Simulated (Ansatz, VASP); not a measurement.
# Two plane-wave programs on LuTiF3

```xyz
5
Lattice="4.1471 0.0000 0.0000 0.0000 4.1471 0.0000 0.0000 0.0000 4.1471" Properties=species:S:1:pos:R:3 pbc="T T T"
Lu    0.0000    0.0000    0.0000
Ti    2.0736    2.0736    2.0736
F     0.0000    2.0736    2.0736
F     2.0736    0.0000    2.0736
F     2.0736    2.0736    0.0000
```

Change from the starting cell: species swapped into the ErBRh3 type (Pm-3m, No. 221).

Alike in both runs: task single point; functional PBE; k mesh 4 × 4 × 4; occupations gaussian, width 0.1 eV; collinear spin.

|  | VASP | Ansatz |
| --- | --- | --- |
| version | VASP 6.6.1 | Ansatz 0.2.0 |
| potentials or method | VASP PAW PBE potentials, release 64 (Lu, Ti_sv, F), cutoff 520 eV | scalar-relativistic, plane waves, PAW |
| valence electrons in the cell | 58 | 58 |

Ansatz gave:

```
gap on the k mesh at the Fermi level (eV)                     : none
pressure (GPa)                                                : 7.5
net moment per atom (μB)                                      : 0.60
size of the moment on the site where the two differ most (μB) : 1.29
```

Question: Estimate VASP's values.

Answer: gap on the k mesh at the Fermi level (eV): none; pressure (GPa): 7.7; net moment per atom (μB): 0.60; size of the moment on the site where the two differ most (μB): 1.63.

Site moments also hang on the region over which each program counts them. A gap of «none» marks a metal or a gap that the smearing closes. The functional is the same, so the differences come from potentials, cutoffs and numerics.

The k mesh is coarse, so the values compare programs but aren't converged. Neither program's run includes spin-orbit coupling.
